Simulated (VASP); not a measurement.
# ZnS (P-6m2) in VASP: notebook

ZnS is run at these levels: PBE; tasks: single point, relaxation of cell and atoms.

All numbers are computed with VASP 6.6.1; they aren't measurements. Logs are shortened: lines on timing, memory, paths and dates and some standing lists are left out, and cuts for length are marked.

## 1. The cell of the first run

The structure is hexagonal, space group P-6m2 (No. 187). Conventional cell: a = 3.550 Å, b = 3.550 Å, c = 3.182 Å, α = 90.00°, β = 90.00°, γ = 120.00°. Within 3.4 Å of Zn (site symmetry -6m2) lie 6 S at 2.59 Å and 2 Zn at 3.18 Å. S (site symmetry -6m2) has 6 Zn at 2.59 Å and 2 S at 3.18 Å within 3.4 Å.

## 2. Single point, PBE

The input, INCAR:

```
SYSTEM = ZnS
PREC = Accurate ; ENCUT = 500
EDIFF = 1E-6 ; ISMEAR = -4
SIGMA = 0.1 ; LREAL = .False.
LASPH = .True. ; NELM = 120
ALGO = Normal ; ISIF = 2
LWAVE = .False. ; LCHARG = .False.
GGA = PE ; NBANDS = 16
GGA_COMPAT = .False.
```

The input, KPOINTS:

```
regular mesh
0
Gamma
  18 18 18
  0 0 0
```

The input, POSCAR:

```
ZnS
1.0
    3.5498483067      0.0000000000      0.0000000000
   -1.7749241534      3.0742588132      0.0000000000
    0.0000000000      0.0000000000      3.1819482873
Zn S
1 1
Direct
    0.6666666667      0.3333333333      0.0000000000
    0.0000000000      0.0000000000      0.5000000000
```

Potentials or basis: VASP PAW PBE potentials, release 64 (Zn, S).

Started as:

```sh
cat potpaw_PBE.64/Zn/POTCAR potpaw_PBE.64/S/POTCAR > POTCAR
mpirun -np 1 vasp_std > vasp.out
```

OUTCAR:

```text
SYSTEM = ZnS
   PREC = Accurate
   ENCUT = 500
   EDIFF = 1E-6
   ISMEAR = -4
   LREAL = .False.
   LASPH = .True.
   NELM = 120
   ISIF = 2
   GGA = PE

 ion  position               nearest neighbor table
   1  0.667  0.333  0.000-   2 2.59   2 2.59   2 2.59   2 2.59   2 2.59   2 2.59
   2  0.000  0.000  0.500-   1 2.59   1 2.59   1 2.59   1 2.59   1 2.59   1 2.59

  LATTYP: Found a hexagonal cell.
 ALAT       =     3.5498483067
 C/A-ratio  =     0.8963617632

  Lattice vectors:

 A1 = (   3.5498483067,   0.0000000000,   0.0000000000)
 A2 = (  -1.7749241534,   3.0742588132,   0.0000000000)
 A3 = (   0.0000000000,   0.0000000000,   3.1819482873)

Analysis of symmetry for initial positions (statically):
=====================================================================
 Subroutine PRICEL returns:
 Original cell was already a primitive cell.

 Routine SETGRP: Setting up the symmetry group for a
 hexagonal supercell.

 Subroutine GETGRP returns: Found 12 space group operations
 (whereof 12 operations were pure point group operations)
 out of a pool of 24 trial point group operations.

The static configuration has the point symmetry D_3h.

Analysis of symmetry for dynamics (positions and initial velocities):
=====================================================================
 Subroutine PRICEL returns:
 Original cell was already a primitive cell.

 Routine SETGRP: Setting up the symmetry group for a
 hexagonal supercell.

 Subroutine GETGRP returns: Found 12 space group operations
 (whereof 12 operations were pure point group operations)
 out of a pool of 24 trial point group operations.

The dynamic configuration has the point symmetry D_3h.

 Subroutine INISYM returns: Found 12 space group operations
 (whereof 12 operations are pure point group operations),
 and found     1 'primitive' translations

----------------------------------------------------------------------------------------

                                     Primitive cell

  volume of cell :      34.7251

  direct lattice vectors                    reciprocal lattice vectors
     3.549848307  0.000000000  0.000000000     0.281702178  0.162640828  0.000000000
    -1.774924153  3.074258813  0.000000000     0.000000000  0.325281657  0.000000000
     0.000000000  0.000000000  3.181948287     0.000000000  0.000000000  0.314272864
[... 78 lines left out ...]
   ISTART =      0    job   : 0-new  1-cont  2-samecut
   ICHARG =      2    charge: 1-file 2-atom 10-const
   ISPIN  =      1    spin polarized calculation?
   LNONCOLLINEAR =      F non collinear calculations
   LSORBIT =      F    spin-orbit coupling
   LASPH  =      T    aspherical Exc in radial PAW
   ENCUT  =  500.0 eV  36.75 Ry    6.06 a.u.   6.47  6.47  5.80*2*pi/ulx,y,z
   NELM   =    120;   NELMIN=  2; NELMDL= -5     # of ELM steps
   EDIFF  = 0.1E-05   stopping-criterion for ELM
   LREAL  =      F    real-space projection
   EDIFFG = 0.1E-04   stopping-criterion for IOM
   NSW    =      0    number of steps for IOM
   IBRION =     -1    ionic relax: 0-MD 1-quasi-New 2-CG
   NFREE  =      0    steps in history (QN), initial steepest desc. (CG)
   ISIF   =      2    stress and relaxation
   ISYM   =      2    0-nonsym 1-usesym 2-fastsym
   POTIM  = 0.5000    time-step for ionic-motion
   TEBEG  =    0.0;   TEEND  =   0.0 temperature during run
   PSTRESS=    0.0 pullay stress
   NELECT =      18.0000    total number of electrons
   NUPDOWN=      -1.0000    fix difference up-down
   EMIN   =  10.00;   EMAX   =-10.00  energy-range for DOS
   EFERMI =   0.00;   METHOD = LEGACY
   ISMEAR =    -4;   SIGMA  =   0.10  broadening in eV -4-tet -1-fermi 0-gaus
   EFERMI_NEDOS =   21; number of points for ismear=-14 and -15
   IALGO  =     38    algorithm
   IMIX   =      4    mixing-type and parameters
     AMIX     =   0.40;   BMIX     =  1.00
     AMIX_MAG =   1.60;   BMIX_MAG =  1.00
  volume/ion in A,a.u.               =      17.36       117.17
  Fermi-wavevector in a.u.,A,eV,Ry     =   1.315077  2.485135 23.530294  1.729428
  Thomas-Fermi vector in A             =   2.445285
   LORBIT       =      0    0 simple, 1 ext, 2 COOP (PROOUT), +10 PAW based schemes
   GGA     = PE    functional components
   LHFCALC =     F    Hartree Fock is set to
   AEXX    =    0.0000 exact exchange contribution
   IVDW    =     0    specifies the selected vdW correction
   LEPSILON=     F    determine dielectric tensor
   LRPA    =     F    only Hartree local field effects (RPA)
 non-spin polarized calculation
 Fermi weights with tetrahedron method witout Bloechl corrections
  energy-cutoff  :      500.00
  volume of cell :       34.73
 maximum number of plane-waves:       906
 NGX is ok and might be reduce to    28
   NGX = 13   NGY = 13   NGZ = 11

 number of electron      18.0000006 magnetization

 Free energy of the ion-electron system (eV)
  ---------------------------------------------------
  ext. energy  EPLUGINS =         0.00000000
  ---------------------------------------------------
  free energy    TOTEN  =        -5.69623402 eV

  energy without entropy =       -5.69623402  energy(sigma->0) =       -5.69623402

 E-fermi :   3.8430     XC(G=0): -10.5462

 val. band max:        3.8706884093   @ k =   0.3333   0.0556   0.0000
 cond. band min:       3.8495976065   @ k =   0.3889   0.0000   0.5000
 fundamental gap:     -0.0210908028
 Fermi energy:         3.8430466548

 k-point     1 :       0.0000    0.0000    0.0000
  band No.  band energies     occupation
      1     -10.1552      2.00000
      2      -3.0061      2.00000
      3      -2.9798      2.00000
      4      -2.9798      2.00000
      5      -2.6747      2.00000
      6      -2.6747      2.00000
[... 433 lines left out ...]
      3      -2.8611      2.00000
      4      -2.8580      2.00000
      5      -2.7098      2.00000
      6      -2.6948      2.00000
[... 8 lines left out ...]
     15      17.0438      0.00000
     16      17.3538      0.00000

 [... further k-points ...]
[... 5 lines left out ...]
  --------------------------------------------------------------------------------------
  -------------------------------------------------------------------------------------
  Total        0.0145505      0.0145505      0.0828223     -0.0000000     -0.0000000      0.0000000
  in kB        0.6713457      0.6713457      3.8213317     -0.0000000     -0.0000000      0.0000000
  external PRESSURE =       1.7213410 kB  Pullay stress =       0.0000000 kB

 VOLUME and BASIS-vectors are now :
 -----------------------------------------------------------------------------
  energy-cutoff  :      500.00
  volume of cell :       34.73
      direct lattice vectors                 reciprocal lattice vectors
     3.549848307  0.000000000  0.000000000     0.281702178  0.162640828  0.000000000
    -1.774924153  3.074258813  0.000000000     0.000000000  0.325281657  0.000000000
     0.000000000  0.000000000  3.181948287     0.000000000  0.000000000  0.314272864

 POSITION                                       TOTAL-FORCE (eV/Angst)
 -----------------------------------------------------------------------------------
      1.77492      1.02475      0.00000        -0.000000      0.000000      0.000000
      0.00000      0.00000      1.59097         0.000000      0.000000      0.000000
 -----------------------------------------------------------------------------------
    total drift:                               -0.000000      0.000000      0.000000

  FREE ENERGIE OF THE ION-ELECTRON SYSTEM (eV)
  ---------------------------------------------------
  free  energy   TOTEN  =        -5.6962340199 eV

  energy  without entropy=       -5.6962340199  energy(sigma->0) =       -5.69623402
```

OSZICAR:

```text
N       E                     dE             d eps       ncg     rms          rms(c)
DAV:   1     0.833835854619E+02    0.83384E+02   -0.85656E+03 11856   0.136E+03
DAV:   2    -0.135206074100E+01   -0.84736E+02   -0.79841E+02 13528   0.255E+02
DAV:   3    -0.623527517790E+01   -0.48832E+01   -0.48567E+01 14744   0.592E+01
DAV:   4    -0.627845974725E+01   -0.43185E-01   -0.43177E-01 14480   0.576E+00
DAV:   5    -0.627891048525E+01   -0.45074E-03   -0.45073E-03 15240   0.579E-01    0.707E+00
DAV:   6    -0.572083799491E+01    0.55807E+00   -0.87921E-01 16984   0.304E+01    0.535E+00
DAV:   7    -0.570093110782E+01    0.19907E-01   -0.19734E-01 14224   0.490E+00    0.287E+00
DAV:   8    -0.569623278215E+01    0.46983E-02   -0.72386E-03 15544   0.940E-01    0.527E-01
DAV:   9    -0.569617347621E+01    0.59306E-04   -0.96371E-04 15520   0.296E-01    0.841E-02
DAV:  10    -0.569623685800E+01   -0.63382E-04   -0.12421E-04 14328   0.122E-01    0.466E-02
DAV:  11    -0.569623362786E+01    0.32301E-05   -0.29634E-05 14872   0.822E-02    0.147E-02
DAV:  12    -0.569623401993E+01   -0.39207E-06   -0.14401E-06 12816   0.196E-02
   1 F= -.56962340E+01 E0= -.56962340E+01  d E =0.000000E+00
```

It took 2.1 min on 1 thread of Intel Xeon 6975P-C, shared host; peak memory 0.32 GiB.

Results:

- Free energy: -5.6962 eV
- Pressure: 0.2 GPa
- Band gap on the k mesh: zero (band 9 reaches 4.29 eV, above the bottom of band 10 at 3.18 eV)

## 3. Relaxation of cell and atoms, PBE

This run uses another cell than the first one, of 17.23 Å³/atom, 0.992 times its volume.

The input, INCAR:

```
ALGO = Normal
EDIFF = 1E-7
EDIFFG = -0.01
ENCUT = 500
GGA = PE
GGA_COMPAT = False
IBRION = 2
ISIF = 3
ISMEAR = 0
LASPH = True
LCHARG = False
LREAL = False
LWAVE = False
NELM = 120
NELMIN = 4
NSW = 100
PREC = Accurate
SIGMA = 0.1
```

The input, KPOINTS:

```
k-points
0
Gamma
  18 18 18
```

The input, POSCAR:

```
ZnS
1.0
    3.5536644988      0.0000000000      0.0000000000
   -1.7768322494      3.0775637325      0.0000000000
    0.0000000000      0.0000000000      3.1504790243
Zn S
1 1
Direct
    0.6666666667      0.3333333333      0.0000000000
    0.0000000000      0.0000000000      0.5000000000
```

Potentials or basis: VASP PAW PBE potentials, release 64 (Zn, S).

Started as:

```sh
cat potpaw_PBE.64/Zn/POTCAR potpaw_PBE.64/S/POTCAR > POTCAR
mpirun -np 1 vasp_std > vasp.out
```

It took 4.8 min on 1 thread of Intel Xeon 6975P-C, shared host; peak memory 0.29 GiB.

The run converged. Its results:

- Free energy: -5.7069 eV
- Relaxed volume: 17.39 Å³/atom
- Relaxed cell: a = 3.552 Å, b = 3.552 Å, c = 3.183 Å, α = 90.00°, β = 90.00°, γ = 120.00°
- Space group after relaxing (to 0.05 Å): P-6m2 (No. 187)
- Energy gained by relaxing: 1.2 meV/atom
- Ionic steps: 4
- Pressure after relaxing: 0.0 GPa
- Band gap on the k mesh: zero (band 9 reaches 4.25 eV, above the bottom of band 10 at 3.17 eV)

The path:
```
step  energy change (eV)  largest force (eV/Å)  pressure (GPa)  volume (Å³)
   1              0.0000                0.0000            0.88        34.46
   2             -0.0023                0.0000           -0.32        34.93
   3             -0.0023                0.0000           -0.17        34.86
   4             -0.0024                0.0000           -0.01        34.79
```

Final structure:
```cif
data_structure
_symmetry_space_group_name_H-M 'P 1'
_symmetry_Int_Tables_number 1
_cell_length_a 3.5522
_cell_length_b 3.5522
_cell_length_c 3.1834
_cell_angle_alpha 90.000
_cell_angle_beta 90.000
_cell_angle_gamma 120.000
_cell_volume 34.79
loop_
_atom_site_label
_atom_site_type_symbol
_atom_site_fract_x
_atom_site_fract_y
_atom_site_fract_z
_atom_site_occupancy
Zn1 Zn 0.66667 0.33333 0.00000 1
S1 S 0.00000 0.00000 0.50000 1
```

Levels at points of the mesh, in eV from the Fermi level:
| k point | band 6 | band 7 | band 8 | band 9 | band 10 | band 11 | band 12 | band 13 |
| --- | --- | --- | --- | --- | --- | --- | --- | --- |
| (0.00, 0.00, 0.00) | -6.52 | -1.00 | -0.85 | -0.85 | 0.48 | 6.42 | 6.42 | 6.58 |
| (0.50, 0.00, 0.00) | -6.54 | -5.85 | -2.35 | 0.25 | 2.21 | 6.72 | 7.72 | 8.27 |
| (0.00, 0.00, 0.50) | -6.68 | -5.90 | -0.05 | -0.05 | 4.81 | 5.61 | 8.13 | 8.13 |
| (0.50, 0.00, 0.50) | -6.38 | -4.54 | -4.01 | -0.76 | -0.51 | 5.25 | 5.30 | 7.07 |
